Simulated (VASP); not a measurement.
Write the native input for VASP 6.6.1 that does the following.

| Item | Value |
| --- | --- |
| Task | single point |
| Functional | PBE |
| Potentials or basis | VASP PAW PBE potentials, release 64 (Sb) |
| Cutoff | 520 eV |
| k mesh | 10 × 10 × 12 |
| Occupations | fermi-dirac, width 0.05 eV |
| Spin | no spin polarisation |
| Dipole correction | no |
| Further INCAR settings | ALGO = Normal; EDIFF = 1e-06; NBANDS = 8 |

The structure of Sb lies in POSCAR:

```
Sb
1.0
   -1.5962610000      1.5548900000      2.7273450000
    1.5376060000     -1.5329450000      2.6809110000
    1.6435120000      1.5800850000     -2.7145120000
Sb
1
Direct
    0.0178500000      0.0046280000      0.0170220000
```

This cell differs from its parent crystal: the cell strained at random.

These files were run (other wordings do the same):

INCAR

```
SYSTEM = Sb
  ALGO = Normal
  EDIFF = 1E-6
  ENCUT = 520
  GGA = PE
  ISIF = 2
  ISMEAR = -1
  LASPH = .TRUE.
  LCHARG = .FALSE.
  LREAL = .FALSE.
  LWAVE = .FALSE.
  NBANDS = 8
  NELM = 80
  PREC = Accurate
  SIGMA = 0.05
```

KPOINTS

```
k-points
0
G
  10 10 12
  0 0 0
```

Potentials or basis: VASP PAW PBE potentials, release 64 (Sb).

Command:

```bash
$ cat potpaw_PBE.64/Sb/POTCAR > POTCAR
$ mpirun -np 1 vasp_std > vasp.out
```

It gave:

* Pressure: 1.6 GPa
* Band gap on the k mesh: zero (an odd number of electrons rules out a gap without spin polarisation)

Caveat: the cell differs from its parent crystal (the cell strained at random); spin-orbit coupling is left out, which moves the levels of the heavy elements.

It took 3.4 min on 1 thread of Intel Xeon 8259CL, with other jobs on the host, peak memory 0.26 GiB.
